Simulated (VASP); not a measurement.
Here is a VASP 6.6.1 calculation.

File INCAR:

```
ALGO = Normal ; EDIFF = 1E-7
ENCUT = 520 ; GGA = PE
ISIF = 2 ; ISMEAR = 0
LASPH = True ; LCHARG = False
LREAL = False ; LWAVE = False
NBANDS = 33 ; NELM = 100
PREC = Accurate ; SIGMA = 0.1
```

KPOINTS

```
k-points
0
Gamma
  6 6 4
```

The input POSCAR:

```
Cd2TeO3
1.0
    4.3304614600      0.0000000000      0.0000000000
   -2.1652307300      3.7502896400      0.0000000000
    0.0000000000      0.0000000000      6.4517904800
Cd Te O
2 1 3
Direct
    0.3333333300      0.6666666700      0.5000000000
    0.6666666700      0.3333333300      0.5000000000
    0.0000000000      0.0000000000      0.0000000000
    0.5000000000      0.0000000000      0.0000000000
    0.0000000000      0.5000000000      0.0000000000
    0.5000000000      0.5000000000      0.0000000000
```

Potentials or basis: VASP PAW PBE potentials, release 64 (Cd, Te, O).

Run with:

```console
$ cat potpaw_PBE.64/Cd/POTCAR potpaw_PBE.64/Te/POTCAR potpaw_PBE.64/O/POTCAR > POTCAR
$ mpirun -np 1 vasp_std > vasp.out
```

Question: What does it give for the band gap on the k mesh?

Answer: Zero (bands 24 and 25 overlap by 1.36 eV).

Question: What does it give for the pressure?

Answer: 13.9 GPa.

Stress tensor (GPa, compression positive):
```
22.63  0.00  0.00
 0.00 22.63  0.00
 0.00  0.00 -3.60
```

Caveat: the stress differs along the axes, from -4 to 23 GPa; spin-orbit coupling is left out, which moves the levels of the heavy elements.
